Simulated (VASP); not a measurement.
# TePb (Fm-3m) in VASP: elastic constants with PBEsol

Aim: the elastic constants of TePb with PBEsol.

Program: VASP 6.6.1. These are calculated values, not measurements. Logs are shortened: lines on timing, memory, paths and dates and some standing lists are left out, and cuts for length are marked.

## Step 1: The cell of the first run

Symmetry: Fm-3m, No. 225, cubic system. Conventional cell: a = 6.443 Å, b = 6.443 Å, c = 6.443 Å, α = 90.00°, β = 90.00°, γ = 90.00°. Te (site symmetry m-3m) has 6 Pb at 3.22 Å within 4.2 Å. Pb (site symmetry m-3m) has 6 Te at 3.22 Å within 4.2 Å.

## Step 2: Elastic constants, PBEsol

Input file INCAR:

```
SYSTEM = TePb
  PREC = Accurate
  ENCUT = 500
  EDIFF = 1E-8
  ISMEAR = 0
  SIGMA = 0.01
  LREAL = .False.
  LASPH = .True.
  NELM = 120
  ALGO = Normal
  ISIF = 3
  LWAVE = .False.
  LCHARG = .False.
  GGA = PS
  NBANDS = 17
  IBRION = 6
  NFREE = 2
  POTIM = 0.015
  NSW = 1
  GGA_COMPAT = .False.
```

Input file KPOINTS:

```
Automatic mesh
0
Gamma
  8 8 8
  0 0 0
```

Input file POSCAR:

```
TePb
1.0
    0.0000000000      3.2215664008      3.2215664008
    3.2215664008      0.0000000000      3.2215664008
    3.2215664008      3.2215664008      0.0000000000
Te Pb
1 1
Direct
    0.5000000000      0.5000000000      0.5000000000
    0.0000000000      0.0000000000      0.0000000000
```

Potentials or basis: VASP PAW PBE potentials, release 64 (Te, Pb_d).

Command:

```sh
$ cat potpaw_PBE.64/Te/POTCAR potpaw_PBE.64/Pb_d/POTCAR > POTCAR
$ mpirun -np 1 vasp_std > vasp.out
```

OUTCAR:

```text
SYSTEM = TePb
   PREC = Accurate
   ENCUT = 500
   EDIFF = 1E-8
   ISMEAR = 0
   LREAL = .False.
   LASPH = .True.
   NELM = 120
   ISIF = 3
   GGA = PS
   IBRION = 6
   NFREE = 2
   POTIM = 0.015
   NSW = 1

 ion  position               nearest neighbor table
   1  0.500  0.500  0.500-   2 3.22   2 3.22   2 3.22   2 3.22   2 3.22   2 3.22
   2  0.000  0.000  0.000-   1 3.22   1 3.22   1 3.22   1 3.22   1 3.22   1 3.22

  LATTYP: Found a face centered cubic cell.
 ALAT       =     6.4431328016

  Lattice vectors:

 A1 = (   0.0000000000,   3.2215664008,   3.2215664008)
 A2 = (   3.2215664008,   0.0000000000,   3.2215664008)
 A3 = (   3.2215664008,   3.2215664008,   0.0000000000)

Analysis of symmetry for initial positions (statically):
=====================================================================
 Subroutine PRICEL returns:
 Original cell was already a primitive cell.

 Routine SETGRP: Setting up the symmetry group for a
 face centered cubic supercell.

 Subroutine GETGRP returns: Found 48 space group operations
 (whereof 48 operations were pure point group operations)
 out of a pool of 48 trial point group operations.

The static configuration has the point symmetry O_h .

Analysis of symmetry for dynamics (positions and initial velocities):
=====================================================================
 Subroutine PRICEL returns:
 Original cell was already a primitive cell.

 Routine SETGRP: Setting up the symmetry group for a
 face centered cubic supercell.

 Subroutine GETGRP returns: Found 48 space group operations
 (whereof 48 operations were pure point group operations)
 out of a pool of 48 trial point group operations.

The dynamic configuration has the point symmetry O_h .

 Subroutine INISYM returns: Found 48 space group operations
 (whereof 48 operations are pure point group operations),
 and found     1 'primitive' translations

----------------------------------------------------------------------------------------

                                     Primitive cell

  volume of cell :      66.8700

  direct lattice vectors                    reciprocal lattice vectors
     0.000000000  3.221566401  3.221566401    -0.155204003  0.155204003  0.155204003
     3.221566401  0.000000000  3.221566401     0.155204003 -0.155204003  0.155204003
     3.221566401  3.221566401  0.000000000     0.155204003  0.155204003 -0.155204003

  length of vectors
     4.555982896  4.555982896  4.555982896     0.268821218  0.268821218  0.268821218

  position of ions in fractional coordinates (direct lattice)
     0.500000000  0.500000000  0.500000000
     0.000000000  0.000000000  0.000000000

  ion indices of the primitive-cell ions
   primitive index   ion index
                 1           1
                 2           2

----------------------------------------------------------------------------------------

 KPOINTS: Automatic mesh

Automatic generation of k-mesh.
 Grid dimensions read from file:
 generate k-points for:    8    8    8

 Generating k-lattice:

[... 102 lines left out ...]

 number of electron      20.0000002 magnetization

 Free energy of the ion-electron system (eV)
  ---------------------------------------------------
  ext. energy  EPLUGINS =         0.00000000
  ---------------------------------------------------
  free energy    TOTEN  =        -8.25901031 eV

  energy without entropy =       -8.25901031  energy(sigma->0) =       -8.25901031

------------------------ aborting loop because EDIFF is reached ----------------------------------------

  FORCE on cell =-STRESS in cart. coord.  units (eV):
  Direction    XX          YY          ZZ          XY          YZ          ZX
  --------------------------------------------------------------------------------------
  -------------------------------------------------------------------------------------
  Total       -0.0070903     -0.0070903     -0.0070903      0.0000000      0.0000000     -0.0000000
  in kB       -0.1698803     -0.1698803     -0.1698803      0.0000000      0.0000000     -0.0000000
  external PRESSURE =      -0.1698803 kB  Pullay stress =       0.0000000 kB
[... 89 lines left out ...]
  FREE ENERGIE OF THE ION-ELECTRON SYSTEM (eV)
  ---------------------------------------------------
  free  energy   TOTEN  =        -8.2528251059 eV

  energy  without entropy=       -8.2528251059  energy(sigma->0) =       -8.25282511

[... ionic steps 4 to 14 ...]

--------------------------------------- Ionic step       15  -------------------------------------------

 number of electron      20.0000002 magnetization

------------------------ aborting loop because EDIFF is reached ----------------------------------------
[... 67 lines left out ...]
--------------------------------------- Ionic step       17  -------------------------------------------

 number of electron      20.0000001 magnetization

 Free energy of the ion-electron system (eV)
  ---------------------------------------------------
  ext. energy  EPLUGINS =         0.00000000
  ---------------------------------------------------
  free energy    TOTEN  =        -8.25895317 eV

  energy without entropy =       -8.25895317  energy(sigma->0) =       -8.25895317

 E-fermi :   5.7030     XC(G=0):  -9.5095

 val. band max:        5.5741726078   @ k =   0.5000   0.0000   0.0000
 cond. band min:       6.2253618107   @ k =   0.5000   0.0000   0.0000
 fundamental gap:      0.6511892030
 Fermi energy:         5.7030386042

 k-point     1 :       0.0000    0.0000    0.0000
  band No.  band energies     occupation
      1     -11.0698      2.00000
      2     -11.0697      2.00000
      3     -11.0582      2.00000
      4     -11.0581      2.00000
      5     -11.0581      2.00000
      6      -6.5334      2.00000
[... 457 lines left out ...]
      4     -11.0457      2.00000
      5     -11.0370      2.00000
      6      -4.8705      2.00000
[... 9 lines left out ...]
     16      15.3653      0.00000
     17      15.6302      0.00000

 [... further k-points ...]

------------------------ aborting loop because EDIFF is reached ----------------------------------------

  FORCE on cell =-STRESS in cart. coord.  units (eV):
  Direction    XX          YY          ZZ          XY          YZ          ZX
  --------------------------------------------------------------------------------------
  -------------------------------------------------------------------------------------
  Total       -0.0037504     -0.0073721     -0.0073721      0.0000000      0.0000000      0.0000000
  in kB       -0.0898589     -0.1766335     -0.1766335      0.0000000      0.0000000      0.0000000
  external PRESSURE =      -0.1477086 kB  Pullay stress =       0.0000000 kB
[... 17 lines left out ...]
  FREE ENERGIE OF THE ION-ELECTRON SYSTEM (eV)
  ---------------------------------------------------
  free  energy   TOTEN  =        -8.2589531669 eV

  energy  without entropy=       -8.2589531669  energy(sigma->0) =       -8.25895317

 INTERNAL STRAIN TENSORS FROM STRAINED CELLS
 ============================================

 INTERNAL STRAIN TENSOR FOR ION    1 for displacements in x,y,z  (eV/Angst):
          X           Y           Z          XY          YZ          ZX
  --------------------------------------------------------------------------------
  x     0.00000    -0.00000     0.00000     0.00000     0.00000     0.00000
  y     0.00000     0.00000    -0.00000     0.00000    -0.00000    -0.00000
  z    -0.00000     0.00000     0.00000    -0.00000    -0.00000     0.00000

 INTERNAL STRAIN TENSORS FROM DISPLACED ATOMS
 ============================================

 INTERNAL STRAIN TENSOR FOR ION    1 for displacements in x,y,z  (eV/Angst):
          X           Y           Z          XY          YZ          ZX
  --------------------------------------------------------------------------------
  x     0.00000     0.00000     0.00000     0.00000     0.00000     0.00000
  y     0.00000     0.00000     0.00000     0.00000     0.00000     0.00000
  z     0.00000     0.00000     0.00000     0.00000     0.00000     0.00000

 INTERNAL STRAIN TENSOR FOR ION    2 for displacements in x,y,z  (eV/Angst):
          X           Y           Z          XY          YZ          ZX
  --------------------------------------------------------------------------------
  x     0.00000     0.00000     0.00000     0.00000     0.00000     0.00000
  y     0.00000     0.00000     0.00000     0.00000     0.00000     0.00000
  z     0.00000     0.00000     0.00000     0.00000     0.00000     0.00000

 Eigenvectors and eigenvalues of the dynamical matrix
 ----------------------------------------------------

   1 f  =    1.250231 THz     7.855434 2PiTHz   41.703224 cm-1     5.170538 meV
             X         Y         Z           dx          dy          dz
      3.221566  3.221566  3.221566     0.784259   -0.000000    0.000000
      0.000000  0.000000  0.000000    -0.620433    0.000000    0.000000
[... 21 lines left out ...]
   6 f/i=    0.004905 THz     0.030821 2PiTHz    0.163625 cm-1     0.020287 meV
             X         Y         Z           dx          dy          dz
      3.221566  3.221566  3.221566    -0.051300    0.282093    0.550209
      0.000000  0.000000  0.000000    -0.064845    0.356579    0.695492

--------------------------------------------------------------------------------------------------------

 ELASTIC MODULI CONTR FROM IONIC RELAXATION (kBar)
 Direction    XX          YY          ZZ          XY          YZ          ZX
 --------------------------------------------------------------------------------
 XX           0.0000      0.0000      0.0000      0.0000      0.0000      0.0000
 YY           0.0000      0.0000      0.0000      0.0000      0.0000      0.0000
 ZZ           0.0000      0.0000      0.0000      0.0000      0.0000      0.0000
 XY           0.0000      0.0000      0.0000      0.0000      0.0000      0.0000
 YZ           0.0000      0.0000      0.0000      0.0000      0.0000      0.0000
 ZX           0.0000      0.0000      0.0000      0.0000      0.0000      0.0000
 --------------------------------------------------------------------------------

 TOTAL ELASTIC MODULI (kBar)
 Direction    XX          YY          ZZ          XY          YZ          ZX
 --------------------------------------------------------------------------------
 XX        1260.7984     45.2405     45.2405      0.0000     -0.0000      0.0000
 YY          45.2405   1260.7984     45.2405     -0.0000      0.0000      0.0000
 ZZ          45.2405     45.2405   1260.7984      0.0000     -0.0000      0.0000
 XY           0.0000     -0.0000      0.0000    148.2776      0.0000      0.0000
 YZ          -0.0000      0.0000     -0.0000      0.0000    148.2776      0.0000
 ZX           0.0000      0.0000      0.0000      0.0000      0.0000    148.2776
 --------------------------------------------------------------------------------
```

Wall time 40 min (1 thread of Oxide Virtual Turin-like, shared host); peak memory 0.39 GiB.

Results:

* Elastic constants C11, C12, C44: 126, 5, 15 GPa
* Voigt bulk modulus: 45 GPa
* Highest phonon frequency at Γ, LO-TO splitting left out: 42 cm⁻¹

Phonon frequencies in cm⁻¹ (negative: imaginary):
| q point | frequencies |
| --- | --- |
| (0.000, 0.000, 0.000) | 0 0 0 42 42 42 |

Elastic tensor in Voigt notation (GPa, in the Cartesian axes of the cell as first typed):
```
126   5   5   0   0   0
  5 126   5   0   0   0
  5   5 126   0   0   0
  0   0   0  15   0   0
  0   0   0   0  15   0
  0   0   0   0   0  15
```

Clamped-ion elastic tensor (GPa):
```
126   5   5   0   0   0
  5 126   5   0   0   0
  5   5 126   0   0   0
  0   0   0  15   0   0
  0   0   0   0  15   0
  0   0   0   0   0  15
```

Caveat: the PAW data sets were made with another functional, which shifts forces and pressure a little; spin-orbit coupling is left out, which moves the levels of the heavy elements.
